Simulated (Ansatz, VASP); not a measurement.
**SnS2: VASP beside Ansatz**

```
Sn S
1.0
     3.66075    0.00000    0.00000
    -1.83038    3.17031    0.00000
     0.00000    0.00000    5.96178
Sn S
1 2
Cartesian
  0.0000 0.0000 0.0000
  0.0000 2.1135 1.4642
  1.8304 1.0568 4.4976
```

Alike in both runs: task single point; functional PBE-based screened hybrid; k mesh 6 × 6 × 2; no spin polarisation.

|  | VASP | Ansatz |
| --- | --- | --- |
| version | VASP 6.6.1 | Ansatz 0.2.0 |
| potentials or method | VASP PAW PBE potentials, release 64 (Sn_d, S) | plane waves |
| plane-wave cutoff (eV) | 400 | 420 |
| occupations | gaussian, width 0.01 eV | fixed |
| valence electrons in the cell | 26 | 26 |

Ansatz gave:

| Property | Result |
| --- | --- |
| gap on the k mesh at the Fermi level (eV) | 2.36 |
| pressure (GPa) | -0.4 |
| traceless stress, the component that is largest in VASP (GPa) | -0.07 |
| rms of the force components (eV/Å) | 0.139 |

Question: What did VASP give for the same quantities?

Answer: gap on the k mesh at the Fermi level (eV): 2.37; pressure (GPa): -0.6; traceless stress, the component that is largest in VASP (GPa): -0.05; rms of the force components (eV/Å): 0.145.

VASP's potentials were made for PBE, not for PBE-based screened hybrid. Atom by atom the forces differ by 0.005 eV/Å (rms over components). Ansatz's warnings: stress exchange threshold loose, stress scf threshold loose.

The k mesh is coarse, so the values compare programs but aren't converged.
